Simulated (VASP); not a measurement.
# SiC (Cmc2_1) in VASP: single point with HSE06

Aim: the single point of SiC with HSE06.

Everything below comes from runs of VASP 6.6.1. Logs are shortened: lines on timing, memory, paths and dates and some standing lists are left out, and cuts for length are marked.

### Step 1. The cell of the first run

The structure is orthorhombic, space group Cmc2_1 (No. 36). The conventional cell has a = 2.962 Å, b = 5.327 Å, c = 5.048 Å, α = 90.00°, β = 90.00°, γ = 90.00°. Within 2.5 Å of Si (site symmetry m) lie 4 C at 1.85 to 1.89 Å. Within 2.5 Å of C (site symmetry m) lie 4 Si at 1.85 to 1.89 Å.

### Step 2. Single point, HSE06 (uniaxial x strain -3.7%)

Input file POSCAR:

```
SiC
1.0
    2.9621832941      0.0000000000      0.0000000000
   -1.4810916471      2.6633367767      0.0000000000
    0.0000000000      0.0000000000      5.0481087359
Si C
2 2
Direct
    0.3338022646      0.6676045292      0.5006165085
    0.6661977354      0.3323954708      1.0006165085
    0.3364596896      0.6729193793      0.8743834915
    0.6635403104      0.3270806207      0.3743834915
```

Input file INCAR.step1:

```
PREC     = Accurate       # precision mode
ENCUT    = 520            # plane-wave cutoff, eV
EDIFF    = 1E-5           # SCF threshold, eV
ISMEAR   = 0              # smearing method
SIGMA    = 0.01           # smearing width, eV
LREAL    = F              # projectors in reciprocal space
LASPH    = T              # aspherical terms in the spheres
NELM     = 100            # most SCF steps
ALGO     = Normal         # electronic algorithm
ISIF     = 2              # what is computed and relaxed
LWAVE    = T              # write WAVECAR
LCHARG   = F              # write CHGCAR
GGA      = PE             # functional
NBANDS   = 16             # bands
```

Input file INCAR.step2:

```
PREC     = Accurate       # precision mode
ENCUT    = 520            # plane-wave cutoff, eV
EDIFF    = 1E-6           # SCF threshold, eV
ISMEAR   = 0              # smearing method
SIGMA    = 0.01           # smearing width, eV
LREAL    = F              # projectors in reciprocal space
LASPH    = T              # aspherical terms in the spheres
NELM     = 100            # most SCF steps
ALGO     = Normal         # electronic algorithm
ISIF     = 2              # what is computed and relaxed
LWAVE    = F              # write WAVECAR
LCHARG   = F              # write CHGCAR
GGA      = PE             # functional
LHFCALC  = T              # exact exchange
HFSCREEN = 0.2079         # screening, 1/A
PRECFOCK = Normal       
ISTART   = 1            
NBANDS   = 16             # bands
```

Input file KPOINTS:

```
Automatic mesh
0
Gamma
  6 6 4
```

Potentials or basis: VASP PAW PBE potentials, release 64 (Si, C).

Run with:

```console
$ cat potpaw_PBE.64/Si/POTCAR potpaw_PBE.64/C/POTCAR > POTCAR
$ cp INCAR.step1 INCAR
$ mpirun -np 1 vasp_std > vasp.out
$ cp INCAR.step2 INCAR
$ mpirun -np 1 vasp_std > vasp.out
```

OUTCAR:

```text
PREC = Accurate
   ENCUT = 520
   EDIFF = 1E-6
   ISMEAR = 0
   LREAL = F
   LASPH = T
   NELM = 100
   ISIF = 2
   GGA = PE
   LHFCALC = T
   HFSCREEN = 0.2079
   PRECFOCK = Normal
   ISTART = 1

 ion  position               nearest neighbor table
   1  0.334  0.668  0.501-   4 1.85   4 1.85   4 1.87   3 1.89   2 3.06   2 3.06   2 3.06   2 3.06
                             2 3.08   2 3.08
   2  0.666  0.332  0.001-   3 1.85   3 1.85   3 1.87   4 1.89   1 3.06   1 3.06   1 3.06   1 3.06
                             1 3.08   1 3.08
   3  0.336  0.673  0.874-   2 1.85   2 1.85   2 1.87   1 1.89
   4  0.664  0.327  0.374-   1 1.85   1 1.85   1 1.87   2 1.89

  LATTYP: Found a base centered orthorhombic cell.
 ALAT       =     2.9621832941
 B/A-ratio  =     1.7982255062
 C/A-ratio  =     1.7041851346

  Lattice vectors:

 A1 = (   1.4810916471,  -2.6633367767,   0.0000000000)
 A2 = (   1.4810916470,   2.6633367767,   0.0000000000)
 A3 = (   0.0000000000,   0.0000000000,   5.0481087359)

Analysis of symmetry for initial positions (statically):
=====================================================================
 Subroutine PRICEL returns:
 Original cell was already a primitive cell.

 Routine SETGRP: Setting up the symmetry group for a
 base centered orthorhombic supercell.

 Subroutine GETGRP returns: Found  4 space group operations
 (whereof  2 operations were pure point group operations)
 out of a pool of  8 trial point group operations.

The static configuration has the point symmetry C_1h.
 The point group associated with its full space group is C_2v.

Analysis of symmetry for dynamics (positions and initial velocities):
=====================================================================
 Subroutine PRICEL returns:
 Original cell was already a primitive cell.

 Routine SETGRP: Setting up the symmetry group for a
 base centered orthorhombic supercell.

 Subroutine GETGRP returns: Found  4 space group operations
 (whereof  2 operations were pure point group operations)
 out of a pool of  8 trial point group operations.

The dynamic configuration has the point symmetry C_1h.
 The point group associated with its full space group is C_2v.

 Subroutine INISYM returns: Found  4 space group operations
[... 102 lines left out ...]
   LREAL  =      F    real-space projection
   EDIFFG = 0.1E-04   stopping-criterion for IOM
   NSW    =      0    number of steps for IOM
   IBRION =     -1    ionic relax: 0-MD 1-quasi-New 2-CG
   NFREE  =      0    steps in history (QN), initial steepest desc. (CG)
   ISIF   =      2    stress and relaxation
   ISYM   =      3    0-nonsym 1-usesym 2-fastsym
   POTIM  = 0.5000    time-step for ionic-motion
   TEBEG  =    0.0;   TEEND  =   0.0 temperature during run
   PSTRESS=    0.0 pullay stress
   NELECT =      16.0000    total number of electrons
   NUPDOWN=      -1.0000    fix difference up-down
   EMIN   =  10.00;   EMAX   =-10.00  energy-range for DOS
   EFERMI =   0.00;   METHOD = LEGACY
   ISMEAR =     0;   SIGMA  =   0.01  broadening in eV -4-tet -1-fermi 0-gaus
   EFERMI_NEDOS =   21; number of points for ismear=-14 and -15
   IALGO  =     38    algorithm
   IMIX   =      1    mixing-type and parameters
     AMIX     =   0.40;   BMIX     =  1.00
     AMIX_MAG =   1.60;   BMIX_MAG =  1.00
  volume/ion in A,a.u.               =       9.96        67.19
  Fermi-wavevector in a.u.,A,eV,Ry     =   1.207979  2.282749 19.853790  1.459212
  Thomas-Fermi vector in A             =   2.343600
   LORBIT       =      0    0 simple, 1 ext, 2 COOP (PROOUT), +10 PAW based schemes
   GGA     = PE    functional components
   LHFCALC =     T    Hartree Fock is set to
   PRECFOCK=normal    Normal, Fast or Accurate (Low or Medium for compatibility)
   ENCUT4O =  -1.0   cutoff for four orbital integrals eV
   NKREDX  =     1    reduce k-point grid by
   NKREDY  =     1    reduce k-point grid by
   NKREDZ  =     1    reduce k-point grid by
   AEXX    =    0.2500 exact exchange contribution
   HFSCREEN=    0.2079 screening length (either q_TF or 0.3 A-1)
   HFSCREENC=   0.2079 screening length for correlation (either q_TF or 0.3 A-1)
   ENCUTFOCK=  -1.0 apply spherical cutoff to Coloumb kernel
   IVDW    =     0    specifies the selected vdW correction
   LEPSILON=     F    determine dielectric tensor
   LRPA    =     F    only Hartree local field effects (RPA)
 non-spin polarized calculation
 Gauss-broadening in eV      SIGMA  =   0.01
  energy-cutoff  :      520.00
  volume of cell :       39.83
 maximum number of plane-waves:      1084
 NGX is ok and might be reduce to    24
  NGX = 18; NGY = 18; NGZ = 30

 number of electron      16.0000001 magnetization

 Free energy of the ion-electron system (eV)
  ---------------------------------------------------
  ext. energy  EPLUGINS =         0.00000000
  ---------------------------------------------------
  free energy    TOTEN  =       -34.74381419 eV

  energy without entropy =      -34.74381419  energy(sigma->0) =      -34.74381419

 E-fermi :   8.3922     XC(G=0):  -9.4804

 val. band max:        8.3411272559   @ k =   0.0000   0.0000   0.0000
 cond. band min:      11.0991274472   @ k =   0.3333   0.3333   0.0000
 fundamental gap:      2.7580001913
 Fermi energy:         8.3922177098

 k-point     1 :       0.0000    0.0000    0.0000
  band No.  band energies     occupation
      1      -9.4035      2.00000
      2      -5.5559      2.00000
      3      -1.7423      2.00000
      4       6.5135      2.00000
      5       7.0120      2.00000
      6       7.8276      2.00000
[... 433 lines left out ...]
      3      -0.7663      2.00000
      4       0.8282      2.00000
      5       2.8256      2.00000
      6       3.7297      2.00000
[... 8 lines left out ...]
     15      21.5585      0.00000
     16      22.3358      0.00000

 [... further k-points ...]
[... 5 lines left out ...]
  --------------------------------------------------------------------------------------
  -------------------------------------------------------------------------------------
  Total        4.9965605      0.7159558      0.0235256     -0.0000000      0.0000000      0.0000000
  in kB      201.0087763     28.8024922      0.9464199     -0.0000000      0.0000000      0.0000000
  external PRESSURE =      76.9192295 kB  Pullay stress =       0.0000000 kB

 VOLUME and BASIS-vectors are now :
 -----------------------------------------------------------------------------
  energy-cutoff  :      520.00
  volume of cell :       39.83
      direct lattice vectors                 reciprocal lattice vectors
     2.962183294  0.000000000  0.000000000     0.337588833  0.187734426  0.000000000
    -1.481091647  2.663336777  0.000000000     0.000000000  0.375468851  0.000000000
     0.000000000  0.000000000  5.048108736     0.000000000  0.000000000  0.198093990

 POSITION                                       TOTAL-FORCE (eV/Angst)
 -----------------------------------------------------------------------------------
     -0.00000      1.77806      2.52717         0.000000     -0.001533     -0.006401
      1.48109      0.88528      0.00311        -0.000000      0.001533     -0.006401
     -0.00000      1.79221      4.41398        -0.000000      0.000298      0.006401
      1.48109      0.87113      1.88993         0.000000     -0.000298      0.006401
 -----------------------------------------------------------------------------------
    total drift:                                0.000000      0.000000      0.000097

  FREE ENERGIE OF THE ION-ELECTRON SYSTEM (eV)
  ---------------------------------------------------
  free  energy   TOTEN  =       -34.7438141867 eV

  energy  without entropy=      -34.7438141867  energy(sigma->0) =      -34.74381419
```

OUTCAR.step1:

```text
PREC = Accurate
   ENCUT = 520
   EDIFF = 1E-5
   ISMEAR = 0
   LREAL = F
[... 691 lines left out ...]
     -0.00000      1.77806      2.52717        -0.000000      0.017175      0.023159
      1.48109      0.88528      0.00311         0.000000     -0.017175      0.023159
     -0.00000      1.79221      4.41398        -0.000000      0.020448     -0.023159
      1.48109      0.87113      1.88993         0.000000     -0.020448     -0.023159
 -----------------------------------------------------------------------------------
    total drift:                                0.000000      0.000000      0.000607

  FREE ENERGIE OF THE ION-ELECTRON SYSTEM (eV)
  ---------------------------------------------------
  free  energy   TOTEN  =       -29.9626848033 eV

  energy  without entropy=      -29.9626848033  energy(sigma->0) =      -29.96268480
```

OSZICAR.step1:

```text
N       E                     dE             d eps       ncg     rms          rms(c)
DAV:   1     0.254371779236E+02    0.25437E+02   -0.72086E+03  1248   0.896E+02
DAV:   2    -0.314914164766E+02   -0.56929E+02   -0.51573E+02  1808   0.162E+02
DAV:   3    -0.339012806421E+02   -0.24099E+01   -0.24017E+01  1648   0.302E+01
DAV:   4    -0.339177952657E+02   -0.16515E-01   -0.16513E-01  1528   0.308E+00
DAV:   5    -0.339179520471E+02   -0.15678E-03   -0.15678E-03  1664   0.282E-01    0.131E+01
DAV:   6    -0.300785200400E+02    0.38394E+01   -0.67026E+00  1552   0.160E+01    0.596E+00
DAV:   7    -0.299816053422E+02    0.96915E-01   -0.11981E+00  1768   0.647E+00    0.257E+00
DAV:   8    -0.299639616038E+02    0.17644E-01   -0.50456E-02  1424   0.142E+00    0.658E-01
DAV:   9    -0.299623823586E+02    0.15792E-02   -0.74841E-03  1608   0.596E-01    0.121E-01
DAV:  10    -0.299626623853E+02   -0.28003E-03   -0.95026E-04  1456   0.181E-01    0.569E-02
DAV:  11    -0.299626844096E+02   -0.22024E-04   -0.76387E-05  1560   0.630E-02    0.145E-02
DAV:  12    -0.299626848033E+02   -0.39366E-06   -0.54893E-06   928   0.156E-02
   1 F= -.29962685E+02 E0= -.29962685E+02  d E =-.131485E-56
```

Wall time 75 min (1 thread of AMD EPYC 7R43 (Zen 3), shared host); peak memory 0.24 GiB.

What came out:

```yaml
Free_energy: -34.7438 eV
Pressure: 7.7 GPa
Largest_force: 0.007 eV/Å
Band_gap_on_the_k_mesh: 2.76 eV (least direct gap 5.22 eV)
```

Forces in eV/Å, atoms in the order of the input:
```
Si   0.000 -0.002 -0.006
Si   0.000  0.002 -0.006
C    0.000  0.000  0.006
C    0.000  0.000  0.006
```

Levels at points of the mesh, in eV from the valence-band top:
| k point | band 6 | band 7 | band 8 | band 9 | band 10 | band 11 |
| --- | --- | --- | --- | --- | --- | --- |
| (0.00, 0.00, 0.00) | -0.51 | -0.38 | 0.00 | 6.21 | 7.22 | 7.92 |
| (0.50, 0.00, 0.00) | -4.08 | -3.81 | -1.75 | 3.47 | 4.79 | 7.95 |
| (0.00, 0.50, 0.00) | -4.01 | -3.45 | -1.22 | 4.25 | 5.10 | 8.73 |
| (0.00, 0.00, 0.50) | -1.16 | -0.71 | -0.71 | 7.26 | 7.26 | 8.64 |
| (0.50, 0.00, 0.50) | -3.11 | -2.91 | -2.91 | 3.96 | 3.96 | 6.18 |
| (0.00, 0.50, 0.50) | -3.01 | -2.52 | -2.52 | 4.16 | 4.16 | 6.51 |

Caveat: the cell differs from its parent crystal (uniaxial x strain -3.7%); the stress differs along the axes, from 0 to 20 GPa; the PAW data sets were made with another functional, which shifts forces and pressure a little.
